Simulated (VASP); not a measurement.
# SrO (Fm-3m) in VASP: notebook

Aim: see how the results for SrO move with the level of theory and the settings. Levels: RPBE+D4, PBE+D3(BJ), PBE+D4, PBEsol+D3(BJ). Tasks: single point, relaxation of cell and atoms.

All numbers are computed with VASP 6.6.1; they aren't measurements. Logs are shortened: lines on timing, memory, paths and dates and some standing lists are left out, and cuts for length are marked.

## Step 1: The cell of the first run

Symmetry: Fm-3m, No. 225, cubic system. Conventional cell: a = 5.195 Å, b = 5.195 Å, c = 5.195 Å, α = 90.00°, β = 90.00°, γ = 90.00°. Within 3.4 Å of Sr (site symmetry m-3m) lie 6 O at 2.60 Å. O (site symmetry m-3m) has 6 Sr at 2.60 Å within 3.4 Å.

## Step 2: Single point, RPBE+D4

The input, INCAR:

```
  PREC = Accurate
  ENCUT = 520
  EDIFF = 1E-7
  ISMEAR = -1
  SIGMA = 0.05
  LREAL = False
  LASPH = True
  NELM = 100
  ALGO = Normal
  ISIF = 2
  LWAVE = False
  LCHARG = True
  GGA = RP
  IVDW = 13
  LELF = True
  LVHAR = True
  NBANDS = 15
```

The input, KPOINTS:

```
regular mesh
0
Gamma
  9 9 9
```

The input, POSCAR:

```
SrO
1.0
    0.0000000000      2.5975766557      2.5975766557
    2.5975766557      0.0000000000      2.5975766557
    2.5975766557      2.5975766557      0.0000000000
Sr O
1 1
Direct
    0.5000000000      0.5000000000      0.5000000000
    0.0000000000      0.0000000000      0.0000000000
```

Potentials or basis: VASP PAW PBE potentials, release 64 (Sr_sv, O).

Started as:

```sh
> cat potpaw_PBE.64/Sr_sv/POTCAR potpaw_PBE.64/O/POTCAR > POTCAR
> mpirun -np 1 vasp_std > vasp.out
```

OUTCAR:

```text
PREC = Accurate
   ENCUT = 520
   EDIFF = 1E-7
   ISMEAR = -1
   LREAL = False
   LASPH = True
   NELM = 100
   ISIF = 2
   GGA = RP
   IVDW = 13

 ion  position               nearest neighbor table
   1  0.500  0.500  0.500-   2 2.60   2 2.60   2 2.60   2 2.60   2 2.60   2 2.60
   2  0.000  0.000  0.000-   1 2.60   1 2.60   1 2.60   1 2.60   1 2.60   1 2.60

  LATTYP: Found a face centered cubic cell.
 ALAT       =     5.1951533114

  Lattice vectors:

 A1 = (   0.0000000000,   2.5975766557,   2.5975766557)
 A2 = (   2.5975766557,   0.0000000000,   2.5975766557)
 A3 = (   2.5975766557,   2.5975766557,   0.0000000000)

Analysis of symmetry for initial positions (statically):
=====================================================================
 Subroutine PRICEL returns:
 Original cell was already a primitive cell.

 Routine SETGRP: Setting up the symmetry group for a
 face centered cubic supercell.

 Subroutine GETGRP returns: Found 48 space group operations
[... 9 lines left out ...]

 Routine SETGRP: Setting up the symmetry group for a
 face centered cubic supercell.

 Subroutine GETGRP returns: Found 48 space group operations
[... 11 lines left out ...]
                                     Primitive cell

  volume of cell :      35.0538

  direct lattice vectors                    reciprocal lattice vectors
     0.000000000  2.597576656  2.597576656    -0.192487101  0.192487101  0.192487101
     2.597576656  0.000000000  2.597576656     0.192487101 -0.192487101  0.192487101
     2.597576656  2.597576656  0.000000000     0.192487101  0.192487101 -0.192487101

  length of vectors
     3.673528136  3.673528136  3.673528136     0.333397439  0.333397439  0.333397439

  position of ions in fractional coordinates (direct lattice)
     0.500000000  0.500000000  0.500000000
     0.000000000  0.000000000  0.000000000

  ion indices of the primitive-cell ions
   primitive index   ion index
                 1           1
                 2           2

----------------------------------------------------------------------------------------

 KPOINTS: regular mesh

Automatic generation of k-mesh.
 Grid dimensions read from file:
 generate k-points for:    9    9    9

 Generating k-lattice:

  Cartesian coordinates                     Fractional coordinates (reciprocal lattice)
    -0.021387456  0.021387456  0.021387456     0.111111111  0.000000000  0.000000000
     0.021387456 -0.021387456  0.021387456     0.000000000  0.111111111  0.000000000
     0.021387456  0.021387456 -0.021387456     0.000000000  0.000000000  0.111111111

  Length of vectors
     0.037044160  0.037044160  0.037044160

  Shift w.r.t. Gamma in fractional coordinates (k-lattice)
     0.000000000  0.000000000  0.000000000

 Subroutine IBZKPT returns following result:
 ===========================================

 Found     35 irreducible k-points:

 Following reciprocal coordinates:
            Coordinates               Weight
  0.000000  0.000000  0.000000      1.000000
  0.111111  0.000000  0.000000      8.000000
  0.222222  0.000000  0.000000      8.000000
  0.333333  0.000000  0.000000      8.000000
  0.444444  0.000000  0.000000      8.000000
  0.111111  0.111111  0.000000      6.000000
[... 16 lines left out ...]
 -0.333333  0.333333  0.000000     12.000000
  0.444444  0.444444  0.000000      6.000000
 [... further k-points ...]
   k-points           NKPTS =     35   k-points in BZ     NKDIM =     35   number of bands    NBANDS=     15
   number of dos      NEDOS =    301   number of ions     NIONS =      2
   total plane-waves  NPLWV =  21952
   dimension x,y,z NGX =    28 NGY =   28 NGZ =   28
   dimension x,y,z NGXF=    56 NGYF=   56 NGZF=   56
   ions per type =               1   1
   NGX,Y,Z   is equivalent  to a cutoff of  12.67, 12.67, 12.67 a.u.
   NGXF,Y,Z  is equivalent  to a cutoff of  25.34, 25.34, 25.34 a.u.
 SYSTEM =  unknown system
   PREC   = accura    normal or accurate (medium, high low for compatibility)
   ISTART =      0    job   : 0-new  1-cont  2-samecut
   ICHARG =      2    charge: 1-file 2-atom 10-const
   ISPIN  =      1    spin polarized calculation?
   LNONCOLLINEAR =      F non collinear calculations
   LSORBIT =      F    spin-orbit coupling
   LASPH  =      T    aspherical Exc in radial PAW
   ENCUT  =  520.0 eV  38.22 Ry    6.18 a.u.   6.83  6.83  6.83*2*pi/ulx,y,z
   NELM   =    100;   NELMIN=  2; NELMDL= -5     # of ELM steps
   EDIFF  = 0.1E-06   stopping-criterion for ELM
   LREAL  =      F    real-space projection
   EDIFFG = 0.1E-05   stopping-criterion for IOM
   NSW    =      0    number of steps for IOM
   IBRION =     -1    ionic relax: 0-MD 1-quasi-New 2-CG
   NFREE  =      0    steps in history (QN), initial steepest desc. (CG)
   ISIF   =      2    stress and relaxation
   ISYM   =      2    0-nonsym 1-usesym 2-fastsym
   POTIM  = 0.5000    time-step for ionic-motion
   TEBEG  =    0.0;   TEEND  =   0.0 temperature during run
[... 49 lines left out ...]
      4     -12.5755      2.00000
      5     -12.5755      2.00000
      6       1.7031      2.00000
      7       1.7031      2.00000
      8       1.7031      2.00000
      9       5.6475      0.00000
     10       7.9050      0.00000
     11       7.9050      0.00000
     12       7.9050      0.00000
     13       9.9468      0.00000
     14       9.9468      0.00000
     15      14.4799      0.00000

 k-point     2 :       0.1111    0.0000    0.0000
  band No.  band energies     occupation
      1     -30.8844      2.00000
      2     -13.7524      2.00000
      3     -12.5843      2.00000
      4     -12.5843      2.00000
      5     -12.2998      2.00000
      6       1.3536      2.00000
      7       1.5546      2.00000
      8       1.5546      2.00000
      9       6.1913      0.00000
     10       7.7904      0.00000
     11       8.1366      0.00000
     12       8.1366      0.00000
     13      10.2542      0.00000
     14      10.2542      0.00000
     15      15.2357      0.00000

 k-point     3 :       0.2222    0.0000    0.0000
  band No.  band energies     occupation
      1     -30.8497      2.00000
      2     -14.2457      2.00000
      3     -12.6064      2.00000
      4     -12.6064      2.00000
      5     -11.8928      2.00000
      6       0.6625      2.00000
      7       1.2115      2.00000
      8       1.2115      2.00000
      9       7.4169      0.00000
     10       7.7341      0.00000
     11       8.7791      0.00000
     12       8.7791      0.00000
     13      11.0512      0.00000
     14      11.0512      0.00000
     15      16.9017      0.00000

 k-point     4 :       0.3333    0.0000    0.0000
  band No.  band energies     occupation
      1     -30.8098      2.00000
      2     -14.6524      2.00000
      3     -12.6312      2.00000
      4     -12.6312      2.00000
      5     -11.5845      2.00000
      6       0.0404      2.00000
      7       0.8655      2.00000
      8       0.8655      2.00000
      9       7.8798      0.00000
     10       8.8800      0.00000
     11       9.6392      0.00000
     12       9.6392      0.00000
     13      12.0932      0.00000
     14      12.0932      0.00000
     15      17.2732      0.00000
[... 307 lines left out ...]
 k-point    22 :      -0.4444    0.3333    0.0000
  band No.  band energies     occupation
      1     -30.7499      2.00000
      2     -14.1759      2.00000
      3     -13.2038      2.00000
      4     -12.8193      2.00000
      5     -12.1841      2.00000
      6       0.8570      2.00000
      7       1.1377      2.00000
      8       1.2101      2.00000
      9       6.3196      0.00000
     10       9.6204      0.00000
     11      10.2898      0.00000
     12      11.6581      0.00000
     13      12.3628      0.00000
     14      14.5420      0.00000
     15      14.7347      0.00000

 k-point    23 :      -0.3333    0.3333    0.0000
  band No.  band energies     occupation
      1     -30.7531      2.00000
      2     -14.3922      2.00000
      3     -13.1782      2.00000
      4     -12.7557      2.00000
      5     -11.9033      2.00000
      6       0.4363      2.00000
      7       0.9340      2.00000
      8       1.1985      2.00000
      9       7.4019      0.00000
     10       8.8600      0.00000
     11      10.4433      0.00000
     12      11.0826      0.00000
     13      12.7223      0.00000
     14      14.2899      0.00000
     15      16.3818      0.00000

 k-point    24 :       0.4444    0.4444    0.0000
  band No.  band energies     occupation
      1     -30.7501      2.00000
      2     -13.7304      2.00000
      3     -13.0491      2.00000
      4     -12.8883      2.00000
      5     -12.8883      2.00000
      6       1.1260      2.00000
      7       1.5890      2.00000
      8       1.5890      2.00000
      9       5.1542      0.00000
     10       9.2174      0.00000
     11      11.5707      0.00000
     12      11.9552      0.00000
     13      12.3445      0.00000
     14      12.3445      0.00000
     15      15.4991      0.00000

 [... further k-points ...]

------------------------ aborting loop because EDIFF is reached ----------------------------------------

  DFT-D4 for vdW energy calculation

  Edisp (eV):   -0.61282

  FORCE on cell =-STRESS in cart. coord.  units (eV):
  Direction    XX          YY          ZZ          XY          YZ          ZX
  --------------------------------------------------------------------------------------
  -------------------------------------------------------------------------------------
  Total       0.11591     0.11591     0.11591     0.00000    -0.00000    -0.00000
  in kB       5.29771     5.29771     5.29771     0.00000    -0.00000    -0.00000
  external pressure =        5.30 kB  Pullay stress =        0.00 kB

 VOLUME and BASIS-vectors are now :
 -----------------------------------------------------------------------------
  energy-cutoff  :      520.00
  volume of cell :       35.05
      direct lattice vectors                 reciprocal lattice vectors
     0.000000000  2.597576656  2.597576656    -0.192487101  0.192487101  0.192487101
     2.597576656  0.000000000  2.597576656     0.192487101 -0.192487101  0.192487101
     2.597576656  2.597576656  0.000000000     0.192487101  0.192487101 -0.192487101

 POSITION                                       TOTAL-FORCE (eV/Angst)
 -----------------------------------------------------------------------------------
      2.59758      2.59758      2.59758         0.000000     -0.000000      0.000000
      0.00000      0.00000      0.00000        -0.000000      0.000000     -0.000000
 -----------------------------------------------------------------------------------
    total drift:                                0.000000      0.000000      0.000000

  FREE ENERGIE OF THE ION-ELECTRON SYSTEM (eV)
  ---------------------------------------------------
  free  energy   TOTEN  =       -11.9850334842 eV

  energy  without entropy=      -11.9850334842  energy(sigma->0) =      -11.98503348
```

Wall time 12 s (1 thread of AMD EPYC 9R45 (Zen 5), shared host); peak memory 0.14 GiB.

What came out:

| Item | Value |
| --- | --- |
| Free energy | -11.9850 eV |
| Pressure | 0.5 GPa |
| Band gap on the k mesh | 3.45 eV, indirect (least direct gap 3.57 eV) |
| Dispersion energy per atom | -0.306 eV |

Caveat: the PAW data sets were made with another functional, which shifts forces and pressure a little. A k mesh can miss the band edges.

## Step 3: Relaxation of cell and atoms, PBE+D3(BJ)

This run uses another cell than the first one, of 16.90 Å³/atom, 0.964 times its volume.

The input, INCAR:

```
SYSTEM = SrO
PREC = Accurate
ENCUT = 600
EDIFF = 1E-6
ISMEAR = -1
SIGMA = 0.05
LREAL = .FALSE.
LASPH = .TRUE.
NELM = 80
ALGO = Normal
ISIF = 3
LWAVE = .FALSE.
LCHARG = .FALSE.
GGA = PE
IVDW = 12
IBRION = 2
NSW = 60
EDIFFG = -0.01
```

The input, KPOINTS:

```
regular mesh
0
G
  9 9 9
  0 0 0
```

The input, POSCAR:

```
SrO
1.0
    0.0000000000      2.5663000000      2.5663000000
    2.5663000000      0.0000000000      2.5663000000
    2.5663000000      2.5663000000      0.0000000000
Sr O
1 1
Direct
    0.5000000000      0.5000000000      0.5000000000
    0.0000000000      0.0000000000      0.0000000000
```

Potentials or basis: VASP PAW PBE potentials, release 64 (Sr_sv, O).

Started as:

```sh
> cat potpaw_PBE.64/Sr_sv/POTCAR potpaw_PBE.64/O/POTCAR > POTCAR
> mpirun -np 1 vasp_std > vasp.out
```

It took 25 s on 1 thread of AMD EPYC 9R45 (Zen 5), shared host; peak memory 0.16 GiB.

Results (log left out):

| Quantity | Value |
| --- | --- |
| Free energy | -12.5352 eV |
| Relaxed volume | 17.16 Å³/atom |
| Relaxed cell | a = 3.648 Å, b = 3.648 Å, c = 3.648 Å, α = 60.00°, β = 60.00°, γ = 60.00° |
| Space group after relaxing (to 0.05 Å) | Fm-3m (No. 225) |
| Energy gained by relaxing | 1.1 meV/atom |
| Ionic steps | 3 |
| Pressure after relaxing | 0.0 GPa |
| Band gap on the k mesh | 3.33 eV, indirect (least direct gap 3.43 eV) |
| Dispersion energy per atom | -0.243 eV |

Step by step:
```csv
step,energy change (eV),largest force (eV/Å),pressure (GPa),volume (Å³)
1,0.0000,0.0000,1.40,33.80
2,-0.0018,0.0000,-0.55,34.53
3,-0.0022,0.0000,0.01,34.32
```

Final structure:
```cif
data_structure
_symmetry_space_group_name_H-M 'P 1'
_symmetry_Int_Tables_number 1
_cell_length_a 3.6476
_cell_length_b 3.6476
_cell_length_c 3.6476
_cell_angle_alpha 60.000
_cell_angle_beta 60.000
_cell_angle_gamma 60.000
_cell_volume 34.32
loop_
_atom_site_label
_atom_site_type_symbol
_atom_site_fract_x
_atom_site_fract_y
_atom_site_fract_z
_atom_site_occupancy
Sr1 Sr 0.50000 0.50000 0.50000 1
O1 O 0.00000 0.00000 0.00000 1
```

Levels at points of the mesh, in eV from the valence-band top:
```tsv
k point	band 4	band 5	band 6	band 7	band 8	band 9	band 10	band 11	band 12
(0.00, 0.00, 0.00)	-14.07	-14.07	0.00	0.00	0.00	3.92	6.19	6.19	6.19
```

A k mesh can miss the band edges. Zero-point motion and thermal expansion aren't in these numbers.

## Step 4: Relaxation of cell and atoms, PBE+D4

This run uses another cell than the first one, of 16.90 Å³/atom, 0.964 times its volume.

The input, INCAR:

```
SYSTEM = SrO
  ALGO = Normal
  EDIFF = 1E-7
  EDIFFG = -0.01
  ENCUT = 600
  GGA = PE
  IBRION = 2
  ISIF = 3
  ISMEAR = -1
  IVDW = 13
  LASPH = .True.
  LCHARG = .False.
  LREAL = .False.
  LWAVE = .False.
  NELM = 100
  NSW = 60
  PREC = Accurate
  SIGMA = 0.05
```

The input, KPOINTS:

```
k-points
0
Gamma
  9 9 9
  0 0 0
```

POSCAR is that of step 3.

Started as:

```sh
> cat potpaw_PBE.64/Sr_sv/POTCAR potpaw_PBE.64/O/POTCAR > POTCAR
> mpirun -np 1 vasp_std > vasp.out
```

It took 28 s on 1 thread of AMD EPYC 9R45 (Zen 5), shared host; peak memory 0.15 GiB.

The run converged. Its results:

```yaml
Free_energy: -12.3870 eV
Relaxed_volume: 17.28 Å³/atom
Relaxed_cell: a = 3.656 Å, b = 3.656 Å, c = 3.656 Å, α = 60.00°, β = 60.00°, γ = 60.00°
Space_group_after_relaxing_to_0.05_Å: Fm-3m (No. 225)
Energy_gained_by_relaxing: 2.3 meV/atom
Ionic_steps: 3
Pressure_after_relaxing: 0.0 GPa
Band_gap_on_the_k_mesh: 3.33 eV, indirect (least direct gap 3.44 eV)
Dispersion_energy_per_atom: -0.168 eV
```

The path:
| step | energy change (eV) | largest force (eV/Å) | pressure (GPa) | volume (Å³) |
| --- | --- | --- | --- | --- |
| 1 | 0.0000 | 0.0000 | 2.04 | 33.80 |
| 2 | -0.0039 | 0.0000 | -0.76 | 34.87 |
| 3 | -0.0047 | 0.0000 | 0.01 | 34.56 |

Final structure:
```
Sr O
1.0
     0.00000    2.58521    2.58521
     2.58521    0.00000    2.58521
     2.58521    2.58521    0.00000
Sr O
1 1
Direct
  0.50000 0.50000 0.50000
  0.00000 0.00000 0.00000
```

Levels at points of the mesh, in eV from the valence-band top:
```tsv
k point	band 5	band 6	band 7	band 8	band 9	band 10	band 11	band 12
(0.00, 0.00, 0.00)	-14.10	0.00	0.00	0.00	3.87	6.17	6.17	6.17
```

A k mesh can miss the band edges. Zero-point motion and thermal expansion aren't in these numbers.

## Step 5: Relaxation of cell and atoms, PBEsol+D3(BJ)

This run uses another cell than the first one, of 16.90 Å³/atom, 0.964 times its volume.

The input, INCAR:

```
SYSTEM = SrO
PREC = Accurate
ENCUT = 600
EDIFF = 1E-6
ISMEAR = -1
SIGMA = 0.05
LREAL = .FALSE.
LASPH = .TRUE.
NELM = 100
ALGO = Normal
ISIF = 3
LWAVE = .FALSE.
LCHARG = .FALSE.
GGA = PS
IVDW = 12
IBRION = 2
NSW = 60
EDIFFG = -0.01
```

The input, KPOINTS:

```
Automatic mesh
0
G
  9 9 9
  0 0 0
```

POSCAR is that of step 4.

Started as:

```sh
> cat potpaw_PBE.64/Sr_sv/POTCAR potpaw_PBE.64/O/POTCAR > POTCAR
> mpirun -np 1 vasp_std > vasp.out
```

It took 55 s on 1 thread of Intel Xeon Platinum 8375C at 2.90GHz (Ice Lake), shared host; peak memory 0.19 GiB.

Results (log left out):

```
Free energy                            : -13.1730 eV
Relaxed volume                         : 16.45 Å³/atom
Relaxed cell                           : a = 3.596 Å, b = 3.596 Å, c = 3.596 Å, α = 60.00°, β = 60.00°, γ = 60.00°
Space group after relaxing (to 0.05 Å) : Fm-3m (No. 225)
Energy gained by relaxing              : 3.8 meV/atom
Ionic steps                            : 3
Pressure after relaxing                : 0.0 GPa
Band gap on the k mesh                 : 3.19 eV, indirect (least direct gap 3.26 eV)
Dispersion energy per atom             : -0.270 eV
```

The path:
```csv
step,energy change (eV),largest force (eV/Å),pressure (GPa),volume (Å³)
1,0.0000,0.0000,-2.58,33.80
2,-0.0060,0.0000,1.27,32.49
3,-0.0075,0.0000,0.00,32.89
```

Final structure:
```
Sr O
1.0
     0.00000    2.54300    2.54300
     2.54300    0.00000    2.54300
     2.54300    2.54300    0.00000
Sr O
1 1
Direct
  0.50000 0.50000 0.50000
  0.00000 0.00000 0.00000
```

Levels at points of the mesh, in eV from the valence-band top:
```
           k point  band 5  band 6  band 7  band 8  band 9  band 10  band 11  band 12
(0.00, 0.00, 0.00)  -13.74    0.00    0.00    0.00    4.06     6.23     6.23     6.23
```

Caveat: the PAW data sets were made with another functional, which shifts forces and pressure a little.

## Step 6: The runs side by side

| task | level | cell | cutoff (eV) | gap on the mesh (eV) | pressure (GPa) | relaxed volume (Å³/atom) |
| --- | --- | --- | --- | --- | --- | --- |
| single point | RPBE+D4 | a = 3.674 Å, angles 60.0°, 2 atoms | 520 | 3.45 | 0.5 | - |
| relaxation of cell and atoms | PBE+D3(BJ) | relaxed from a = 3.629 Å, angles 60.0°, 2 atoms | 600 | 3.33 | 0.0 | 17.16 |
| relaxation of cell and atoms | PBE+D4 | relaxed from a = 3.629 Å, angles 60.0°, 2 atoms | 600 | 3.33 | 0.0 | 17.28 |
| relaxation of cell and atoms | PBEsol+D3(BJ) | relaxed from a = 3.629 Å, angles 60.0°, 2 atoms | 600 | 3.19 | 0.0 | 16.45 |

Alike in all rows: potentials or basis VASP PAW PBE potentials, release 64 (Sr_sv, O); no spin polarisation; k mesh 9 × 9 × 9; smearing fermi-dirac 0.05 eV.

Caveats: the PAW data sets were made with another functional, which shifts forces and pressure a little (some runs).

Absolute energies hang on the potentials; compare differences alone.
